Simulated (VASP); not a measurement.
Input of a VASP 6.6.1 run:

INCAR

```
ALGO = Normal
EDIFF = 1E-7
ENCUT = 520
GGA = PS
ISIF = 2
ISMEAR = -1
IVDW = 12
LASPH = T
LCHARG = F
LREAL = F
LWAVE = F
NBANDS = 20
NELM = 60
PREC = Accurate
SIGMA = 0.05
```

File KPOINTS:

```
k-points
0
Gamma
  8 8 8
```

File POSCAR:

```
GaGe
1.0
    0.0000000000      2.8263548899      2.8263548899
    2.8263548899      0.0000000000      2.8263548899
    2.8263548899      2.8263548899      0.0000000000
Ge Ga
1 1
Direct
    0.0000000000      0.0000000000      0.0000000000
    0.2500000000      0.2500000000      0.2500000000
```

Potentials or basis: VASP PAW PBE potentials, release 64 (Ge_d, Ga_d).

Run with:

```bash
$ cat potpaw_PBE.64/Ge_d/POTCAR potpaw_PBE.64/Ga_d/POTCAR > POTCAR
$ mpirun -np 1 vasp_std > vasp.out
```

Problem. Estimate the pressure.

Solution. -0.2 GPa.

Problem. Estimate the dispersion energy per atom.

Solution. -0.261 eV.

Problem. What does it give for the band gap on the k mesh?

Solution. Zero (an odd number of electrons rules out a gap without spin polarisation).

Caveat: three body term missing; the PAW data sets were made with another functional, which shifts forces and pressure a little.
